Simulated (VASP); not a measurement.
Sn, 1 atom in the cell. It takes space group I4/mmm (No. 139, tetragonal). Conventional cell: a = 4.058 Å, b = 4.058 Å, c = 3.322 Å, α = 90.00°, β = 90.00°, γ = 90.00°. Within 4.4 Å of Sn (site symmetry 4/mmm) lie 14 Sn at 3.32 to 4.06 Å. 

```yaml
Program: VASP 6.6.1
Task: relaxation of cell and atoms
Functional: B3LYP
Potentials_or_basis: VASP PAW PBE potentials, release 64 (Sn_d)
Cutoff: 600 eV
k_mesh: 5 × 5 × 5
Occupations: fermi-dirac, width 0.05 eV
Spin: no spin polarisation
Dipole_correction: no
Grid_for_exact_exchange_PRECFOCK: Normal
Further_INCAR_settings: ALGO = Normal; EDIFF = 1e-06; IBRION = 2; EDIFFG = -0.01; NSW = 60; ISIF = 3
Share_of_exact_exchange: 0.2
```

Potentials or basis: VASP PAW PBE potentials, release 64 (Sn_d).

Run with:

```bash
$ cat potpaw_PBE.64/Sn_d/POTCAR > POTCAR
$ cp INCAR.step1 INCAR
$ mpirun -np 1 vasp_std > vasp.out
$ cp INCAR.step2 INCAR
$ mpirun -np 1 vasp_std > vasp.out
```

Hardware: 1 thread of Intel(R) Xeon(R) Platinum 8488C (Sapphire Rapids) (shared host).

Q: Estimate the wall time of this run.

A: Run time: 69 min on 1 thread of Intel(R) Xeon(R) Platinum 8488C (Sapphire Rapids) (shared host), peak memory 0.17 GiB. Counts: k points 18, ion steps 11.
